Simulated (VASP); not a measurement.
# V in VASP: further runs

Runs on V. Level: PBE. Tasks: single point.

All numbers are computed with VASP 6.6.1; they aren't measurements. Logs are shortened: lines on timing, memory, paths and dates and some standing lists are left out, and cuts for length are marked.

### Step 1. The cell of the first run

The structure is cubic, space group Fm-3m (No. 225). The conventional cell has a = 3.840 Å, b = 3.840 Å, c = 3.840 Å, α = 90.00°, β = 90.00°, γ = 90.00°. Within 3.6 Å of V (site symmetry m-3m) lie 12 V at 2.72 Å.

This isn't the form of V at room conditions, which is bcc.

### Step 2. Single point, PBE, collinear spin, ferromagnetic start (14.15 Å³/atom)

Input file INCAR:

```
  PREC = Accurate
  ENCUT = 520
  EDIFF = 1E-6
  ISMEAR = -1
  SIGMA = 0.05
  LREAL = False
  LASPH = True
  NELM = 150
  ALGO = Normal
  ISIF = 2
  LWAVE = False
  LCHARG = True
  ISPIN = 2
  MAGMOM = 2
  LORBIT = 11
  LMAXMIX = 4
  GGA = PE
  LELF = True
  LVHAR = True
  NBANDS = 16
```

Input file KPOINTS:

```
regular mesh
0
Gamma
  12 12 12
```

Input file POSCAR:

```
V
1.0
    0.0000000000      1.9199370702      1.9199370702
    1.9199370702      0.0000000000      1.9199370702
    1.9199370702      1.9199370702      0.0000000000
V
1
Direct
    0.0000000000      0.0000000000      0.0000000000
```

Potentials or basis: VASP PAW PBE potentials, release 64 (V_sv).

On the command line:

```
$ cat potpaw_PBE.64/V_sv/POTCAR > POTCAR
$ mpirun -np 1 vasp_std > vasp.out
```

OUTCAR:

```text
PREC = Accurate
   ENCUT = 520
   EDIFF = 1E-6
   ISMEAR = -1
   LREAL = False
   LASPH = True
   NELM = 150
   ISIF = 2
   ISPIN = 2
   LORBIT = 11
   GGA = PE

 ion  position               nearest neighbor table
   1  0.000  0.000  0.000-

  LATTYP: Found a face centered cubic cell.
 ALAT       =     3.8398741404

  Lattice vectors:

 A1 = (   0.0000000000,   1.9199370702,   1.9199370702)
 A2 = (   1.9199370702,   0.0000000000,   1.9199370702)
 A3 = (   1.9199370702,   1.9199370702,   0.0000000000)

Analysis of symmetry for initial positions (statically):
=====================================================================
 Subroutine PRICEL returns:
 Original cell was already a primitive cell.

 Routine SETGRP: Setting up the symmetry group for a
 face centered cubic supercell.

 Subroutine GETGRP returns: Found 48 space group operations
 (whereof 48 operations were pure point group operations)
 out of a pool of 48 trial point group operations.

The static configuration has the point symmetry O_h .

Analysis of symmetry for dynamics (positions and initial velocities):
=====================================================================
 Subroutine PRICEL returns:
 Original cell was already a primitive cell.

 Routine SETGRP: Setting up the symmetry group for a
 face centered cubic supercell.

 Subroutine GETGRP returns: Found 48 space group operations
 (whereof 48 operations were pure point group operations)
 out of a pool of 48 trial point group operations.

The dynamic configuration has the point symmetry O_h .

Analysis of structural, dynamic, and magnetic symmetry:
=====================================================================
 Subroutine PRICEL returns:
 Original cell was already a primitive cell.

 Routine SETGRP: Setting up the symmetry group for a
 face centered cubic supercell.

 Subroutine GETGRP returns: Found 48 space group operations
 (whereof 48 operations were pure point group operations)
 out of a pool of 48 trial point group operations.

The overall configuration has the point symmetry O_h .

 Subroutine INISYM returns: Found 48 space group operations
 (whereof 48 operations are pure point group operations),
 and found     1 'primitive' translations

----------------------------------------------------------------------------------------

                                     Primitive cell

  volume of cell :      14.1544

  direct lattice vectors                    reciprocal lattice vectors
     0.000000000  1.919937070  1.919937070    -0.260425202  0.260425202  0.260425202
     1.919937070  0.000000000  1.919937070     0.260425202 -0.260425202  0.260425202
     1.919937070  1.919937070  0.000000000     0.260425202  0.260425202 -0.260425202

  length of vectors
     2.715201044  2.715201044  2.715201044     0.451069682  0.451069682  0.451069682

  position of ions in fractional coordinates (direct lattice)
     0.000000000  0.000000000  0.000000000

  ion indices of the primitive-cell ions
   primitive index   ion index
                 1           1

----------------------------------------------------------------------------------------

 KPOINTS: regular mesh

Automatic generation of k-mesh.
 Grid dimensions read from file:
 generate k-points for:   12   12   12

 Generating k-lattice:

  Cartesian coordinates                     Fractional coordinates (reciprocal lattice)
    -0.021702100  0.021702100  0.021702100     0.083333333  0.000000000  0.000000000
     0.021702100 -0.021702100  0.021702100     0.000000000  0.083333333  0.000000000
     0.021702100  0.021702100 -0.021702100     0.000000000  0.000000000  0.083333333

  Length of vectors
     0.037589140  0.037589140  0.037589140

  Shift w.r.t. Gamma in fractional coordinates (k-lattice)
     0.000000000  0.000000000  0.000000000

 Subroutine IBZKPT returns following result:
 ===========================================

 Found     72 irreducible k-points:

 Following reciprocal coordinates:
            Coordinates               Weight
  0.000000  0.000000  0.000000      1.000000
  0.083333  0.000000  0.000000      8.000000
  0.166667  0.000000  0.000000      8.000000
  0.250000  0.000000  0.000000      8.000000
  0.333333  0.000000  0.000000      8.000000
  0.416667  0.000000  0.000000      8.000000
[... 16 lines left out ...]
  0.500000  0.166667  0.000000     24.000000
 -0.416667  0.166667  0.000000     24.000000
 [... further k-points ...]
   k-points           NKPTS =     72   k-points in BZ     NKDIM =     72   number of bands    NBANDS=     16
   number of dos      NEDOS =    301   number of ions     NIONS =      1
   total plane-waves  NPLWV =   8000
   dimension x,y,z NGX =    20 NGY =   20 NGZ =   20
   dimension x,y,z NGXF=    40 NGYF=   40 NGZF=   40
   ions per type =               1
   NGX,Y,Z   is equivalent  to a cutoff of  12.25, 12.25, 12.25 a.u.
   NGXF,Y,Z  is equivalent  to a cutoff of  24.49, 24.49, 24.49 a.u.
 SYSTEM =  unknown system
   PREC   = accura    normal or accurate (medium, high low for compatibility)
   ISTART =      0    job   : 0-new  1-cont  2-samecut
   ICHARG =      2    charge: 1-file 2-atom 10-const
   ISPIN  =      2    spin polarized calculation?
   LNONCOLLINEAR =      F non collinear calculations
   LSORBIT =      F    spin-orbit coupling
   LASPH  =      T    aspherical Exc in radial PAW
   ENCUT  =  520.0 eV  38.22 Ry    6.18 a.u.   5.05  5.05  5.05*2*pi/ulx,y,z
   NELM   =    150;   NELMIN=  2; NELMDL= -5     # of ELM steps
   EDIFF  = 0.1E-05   stopping-criterion for ELM
   LREAL  =      F    real-space projection
[... 7 lines left out ...]
   TEBEG  =    0.0;   TEEND  =   0.0 temperature during run
   PSTRESS=    0.0 pullay stress
   NELECT =      13.0000    total number of electrons
   NUPDOWN=      -1.0000    fix difference up-down
   EMIN   =  10.00;   EMAX   =-10.00  energy-range for DOS
   EFERMI =   0.00;   METHOD = LEGACY
   ISMEAR =    -1;   SIGMA  =   0.05  broadening in eV -4-tet -1-fermi 0-gaus
   EFERMI_NEDOS =   21; number of points for ismear=-14 and -15
   IALGO  =     38    algorithm
   IMIX   =      4    mixing-type and parameters
     AMIX     =   0.40;   BMIX     =  1.00
     AMIX_MAG =   1.60;   BMIX_MAG =  1.00
  volume/ion in A,a.u.               =      14.15        95.52
  Fermi-wavevector in a.u.,A,eV,Ry     =   1.591325  3.007169 34.454252  2.532316
  Thomas-Fermi vector in A             =   2.689883
   LORBIT       =     11    0 simple, 1 ext, 2 COOP (PROOUT), +10 PAW based schemes
   GGA     = PE    functional components
   LHFCALC =     F    Hartree Fock is set to
   AEXX    =    0.0000 exact exchange contribution
   IVDW    =     0    specifies the selected vdW correction
   LEPSILON=     F    determine dielectric tensor
   LRPA    =     F    only Hartree local field effects (RPA)
 spin polarized calculation
  energy-cutoff  :      520.00
  volume of cell :       14.15
 maximum number of plane-waves:       392
   NGX =  9   NGY =  9   NGZ =  9

 number of electron      12.9999997 magnetization      -0.0065788

 number of electron      12.9999997 magnetization       0.0010908

 Free energy of the ion-electron system (eV)
  ---------------------------------------------------
  ext. energy  EPLUGINS =         0.00000000
  ---------------------------------------------------
  free energy    TOTEN  =        -8.75436428 eV

  energy without entropy =       -8.74100035  energy(sigma->0) =       -8.74768231

 E-fermi :   9.4032     XC(G=0): -12.6407

 val. band max:        9.3954493122   @ k =  -0.4167   0.1667   0.0000
 cond. band min:       9.4416472796   @ k =   0.0833   0.0000   0.0000
 fundamental gap:      0.0461979674
 Fermi energy:         9.4032260993

 spin component 1

 k-point     1 :       0.0000    0.0000    0.0000
  band No.  band energies     occupation
      1     -54.6860      1.00000
      2     -28.0676      1.00000
      3     -28.0676      1.00000
      4     -28.0676      1.00000
      5       2.6301      1.00000
      6       9.5732      0.03234
[... 8 lines left out ...]
     15      36.3798      0.00000
     16      37.1785      0.00000

 k-point     2 :       0.0833    0.0000    0.0000
  band No.  band energies     occupation
      1     -54.6760      1.00000
      2     -28.1206      1.00000
      3     -28.0744      1.00000
      4     -28.0744      1.00000
      5       2.8824      1.00000
      6       9.4416      0.31682
[... 8 lines left out ...]
     15      36.4212      0.00000
     16      37.1307      0.00000

 k-point     3 :       0.1667    0.0000    0.0000
  band No.  band energies     occupation
      1     -54.6487      1.00000
      2     -28.2637      1.00000
      3     -28.0925      1.00000
      4     -28.0925      1.00000
      5       3.5955      1.00000
      6       9.1306      0.99574
[... 8 lines left out ...]
     15      35.7204      0.00000
     16      36.7273      0.00000

 k-point     4 :       0.2500    0.0000    0.0000
  band No.  band energies     occupation
      1     -54.6110      1.00000
      2     -28.4562      1.00000
      3     -28.1171      1.00000
      4     -28.1171      1.00000
      5       4.6114      1.00000
      6       8.8624      0.99998
[... 8 lines left out ...]
     15      35.7099      0.00000
     16      35.7099      0.00000
[... 324 lines left out ...]
 k-point    22 :       0.4167    0.1667    0.0000
  band No.  band energies     occupation
      1     -54.5424      1.00000
      2     -28.6713      1.00000
      3     -28.2394      1.00000
      4     -28.2091      1.00000
      5       6.3900      1.00000
      6       8.2709      1.00000
[... 8 lines left out ...]
     15      37.3698      0.00000
     16      37.8341      0.00000

 k-point    23 :       0.5000    0.1667    0.0000
  band No.  band energies     occupation
      1     -54.5229      1.00000
      2     -28.7519      1.00000
      3     -28.2794      1.00000
      4     -28.2090      1.00000
      5       6.7437      1.00000
      6       8.4074      1.00000
[... 8 lines left out ...]
     15      37.0936      0.00000
     16      37.2402      0.00000

 k-point    24 :      -0.4167    0.1667    0.0000
  band No.  band energies     occupation
      1     -54.5204      1.00000
      2     -28.7586      1.00000
      3     -28.3044      1.00000
      4     -28.1935      1.00000
      5       6.8234      1.00000
      6       8.5213      1.00000
[... 8 lines left out ...]
     15      36.5724      0.00000
     16      36.8330      0.00000

 [... further k-points ...]

 spin component 2

 k-point     1 :       0.0000    0.0000    0.0000
  band No.  band energies     occupation
      1     -54.6848      1.00000
      2     -28.0666      1.00000
      3     -28.0666      1.00000
      4     -28.0666      1.00000
      5       2.6305      1.00000
      6       9.5741      0.03175
[... 8 lines left out ...]
     15      36.3809      0.00000
     16      37.1788      0.00000

 k-point     2 :       0.0833    0.0000    0.0000
  band No.  band energies     occupation
      1     -54.6749      1.00000
      2     -28.1196      1.00000
      3     -28.0734      1.00000
      4     -28.0734      1.00000
      5       2.8828      1.00000
      6       9.4426      0.31270
[... 8 lines left out ...]
     15      36.4218      0.00000
     16      37.1310      0.00000

 k-point     3 :       0.1667    0.0000    0.0000
  band No.  band energies     occupation
      1     -54.6475      1.00000
      2     -28.2627      1.00000
      3     -28.0915      1.00000
      4     -28.0915      1.00000
      5       3.5959      1.00000
      6       9.1315      0.99566
[... 8 lines left out ...]
     15      35.7210      0.00000
     16      36.7276      0.00000

 k-point     4 :       0.2500    0.0000    0.0000
  band No.  band energies     occupation
      1     -54.6099      1.00000
      2     -28.4552      1.00000
      3     -28.1161      1.00000
      4     -28.1161      1.00000
      5       4.6118      1.00000
      6       8.8633      0.99998
[... 8 lines left out ...]
     15      35.7101      0.00000
     16      35.7101      0.00000
[... 324 lines left out ...]
 k-point    22 :       0.4167    0.1667    0.0000
  band No.  band energies     occupation
      1     -54.5413      1.00000
      2     -28.6703      1.00000
      3     -28.2384      1.00000
      4     -28.2081      1.00000
      5       6.3906      1.00000
      6       8.2717      1.00000
[... 8 lines left out ...]
     15      37.3701      0.00000
     16      37.8343      0.00000

 k-point    23 :       0.5000    0.1667    0.0000
  band No.  band energies     occupation
      1     -54.5217      1.00000
      2     -28.7509      1.00000
      3     -28.2784      1.00000
      4     -28.2080      1.00000
      5       6.7444      1.00000
      6       8.4079      1.00000
[... 8 lines left out ...]
     15      37.0940      0.00000
     16      37.2404      0.00000

 k-point    24 :      -0.4167    0.1667    0.0000
  band No.  band energies     occupation
      1     -54.5192      1.00000
      2     -28.7576      1.00000
      3     -28.3034      1.00000
      4     -28.1925      1.00000
      5       6.8242      1.00000
      6       8.5219      1.00000
[... 8 lines left out ...]
     15      36.5729      0.00000
     16      36.8332      0.00000

 [... further k-points ...]

------------------------ aborting loop because EDIFF is reached ----------------------------------------

  FORCE on cell =-STRESS in cart. coord.  units (eV):
  Direction    XX          YY          ZZ          XY          YZ          ZX
  --------------------------------------------------------------------------------------
  -------------------------------------------------------------------------------------
  Total       -0.2646148     -0.2646148     -0.2646148     -0.0000000      0.0000000      0.0000000
  in kB      -29.9525403    -29.9525403    -29.9525403     -0.0000000      0.0000000      0.0000000
  external PRESSURE =     -29.9525403 kB  Pullay stress =       0.0000000 kB

 VOLUME and BASIS-vectors are now :
 -----------------------------------------------------------------------------
  energy-cutoff  :      520.00
  volume of cell :       14.15
      direct lattice vectors                 reciprocal lattice vectors
     0.000000000  1.919937070  1.919937070    -0.260425202  0.260425202  0.260425202
     1.919937070  0.000000000  1.919937070     0.260425202 -0.260425202  0.260425202
     1.919937070  1.919937070  0.000000000     0.260425202  0.260425202 -0.260425202

 POSITION                                       TOTAL-FORCE (eV/Angst)
 -----------------------------------------------------------------------------------
      0.00000      0.00000      0.00000        -0.000000     -0.000000     -0.000000
 -----------------------------------------------------------------------------------
    total drift:                                0.000000      0.000000      0.000000

  FREE ENERGIE OF THE ION-ELECTRON SYSTEM (eV)
  ---------------------------------------------------
  free  energy   TOTEN  =        -8.7543642758 eV

  energy  without entropy=       -8.7410003501  energy(sigma->0) =       -8.74768231

 total charge

# of ion       s       p       d       tot
------------------------------------------
    1        2.336   6.218   3.007  11.561

 magnetization (x)

# of ion       s       p       d       tot
------------------------------------------
    1        0.000   0.000   0.000   0.001
```

Run time: 60 s. Hardware: 1 thread of Intel Xeon 8259CL, shared host; peak memory 0.15 GiB.

What came out:

| Item | Value |
| --- | --- |
| Free energy | -8.7544 eV |
| Pressure | -3.0 GPa |
| Net moment | 0.00 μB per cell |
| Valence electrons inside the program's atomic spheres | V 11.56 |

### Step 3. Single point, PBE, collinear spin, ferromagnetic start (14.43 Å³/atom)

This run uses another cell than the first one, of 14.43 Å³/atom.

Input file INCAR:

```
ALGO = Fast ; EDIFF = 1E-6
ENCUT = 520 ; GGA = PE
ISIF = 2 ; ISMEAR = -1
ISPIN = 2 ; LASPH = True
LCHARG = True ; LELF = True
LMAXMIX = 4 ; LORBIT = 11
LREAL = False ; LVHAR = True
LWAVE = False ; MAGMOM = 2
NBANDS = 16 ; NELM = 150
PREC = Accurate ; SIGMA = 0.05
```

Input file KPOINTS:

```
k-points
0
Gamma
  12 12 12
```

Input file POSCAR:

```
V
1.0
    0.0000000000      1.9321662985      1.9321662985
    1.9321662985      0.0000000000      1.9321662985
    1.9321662985      1.9321662985      0.0000000000
V
1
Direct
    0.0000000000      0.0000000000      0.0000000000
```

Potentials or basis: VASP PAW PBE potentials, release 64 (V_sv).

On the command line:

```
$ cat potpaw_PBE.64/V_sv/POTCAR > POTCAR
$ mpirun -np 1 vasp_std > vasp.out
```

Wall time 64 s (1 thread of Intel Xeon 8259CL, shared host); peak memory 0.15 GiB.

The run converged. Its results:

```
Free energy                                           : -8.7468 eV
Pressure                                              : -6.0 GPa
Net moment                                            : 0.00 μB per cell
Valence electrons inside the program's atomic spheres : V 11.53
```

Levels at points of the mesh, in eV from the Fermi level:
Spin up:
| k point | band 3 | band 4 | band 5 | band 6 | band 7 | band 8 | band 9 | band 10 |
| --- | --- | --- | --- | --- | --- | --- | --- | --- |
| (0.00, 0.00, 0.00) | -37.51 | -37.51 | -6.72 | 0.17 | 0.17 | 0.17 | 1.82 | 1.82 |
| (0.50, 0.00, 0.00) | -37.61 | -37.61 | -3.19 | 0.06 | 0.06 | 0.71 | 2.92 | 2.92 |
| (0.50, 0.50, 0.00) | -37.77 | -37.77 | -3.28 | -2.46 | 2.91 | 3.20 | 3.20 | 3.21 |
Spin down:
```
           k point  band 4  band 5  band 6  band 7  band 8  band 9
(0.00, 0.00, 0.00)  -37.51   -6.72    0.17    0.17    0.17    1.82
(0.50, 0.00, 0.00)  -37.61   -3.19    0.06    0.06    0.71    2.92
(0.50, 0.50, 0.00)  -37.77   -3.28   -2.46    2.91    3.20    3.20
```

Caveat: the cell stands under tension.

[end of part 1 of 2]
